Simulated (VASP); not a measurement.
Wanted: the native input for a VASP 6.6.1 run.

```yaml
Task: single point
Functional: PBE
Dispersion: D3(BJ)
Potentials_or_basis: VASP PAW PBE potentials, release 64 (Zn)
Cutoff: 520 eV
k_mesh: 12 × 12 × 12
Occupations: methfessel-paxton, width 0.025 eV
Spin: collinear spin, ferromagnetic start
Starting_moments: "[0.5] μB"
Dipole_correction: no
Further_INCAR_settings: ALGO = Fast; EDIFF = 1e-07; NBANDS = 16
```

The structure of Zn lies in POSCAR:

```
Zn
1.0
   -1.5794282763      1.5794282763      1.5794282763
    1.5794282763     -1.5794282763      1.5794282763
    1.5794282763      1.5794282763     -1.5794282763
Zn
1
Direct
    0.0000000000      0.0000000000      0.0000000000
```

This cell differs from its parent crystal: volume scaled by 1.02.

These files were run (other wordings do the same):

INCAR

```
PREC = Accurate ; ENCUT = 520
EDIFF = 1E-7 ; ISMEAR = 1
SIGMA = 0.025 ; LREAL = F
LASPH = T ; NELM = 150
ALGO = Fast ; ISIF = 2
LWAVE = F ; LCHARG = F
ISPIN = 2 ; MAGMOM = 0.5
LORBIT = 11 ; GGA = PE
IVDW = 12 ; NBANDS = 16
```

KPOINTS

```
Automatic mesh
0
Gamma
  12 12 12
```

Potentials or basis: VASP PAW PBE potentials, release 64 (Zn).

Run with:

```console
$ cat potpaw_PBE.64/Zn/POTCAR > POTCAR
$ mpirun -np 1 vasp_std > vasp.out
```

It gave:

```yaml
Pressure: -5.3 GPa
Band_gap_on_the_k_mesh: zero (filled and empty bands overlap)
Net_moment: 0.00 μB per cell
Valence_electrons_inside_the_program's_atomic_spheres: Zn 10.72
Dispersion_energy_per_atom: -0.387 eV
```

Caveat: three body term missing; pairwise dispersion overbinds metals, which lowers pressure and volume.

It took 15 s on 1 thread of Intel(R) Xeon(R) 6975P-C (Granite Rapids), on a shared host, peak memory 0.15 GiB.
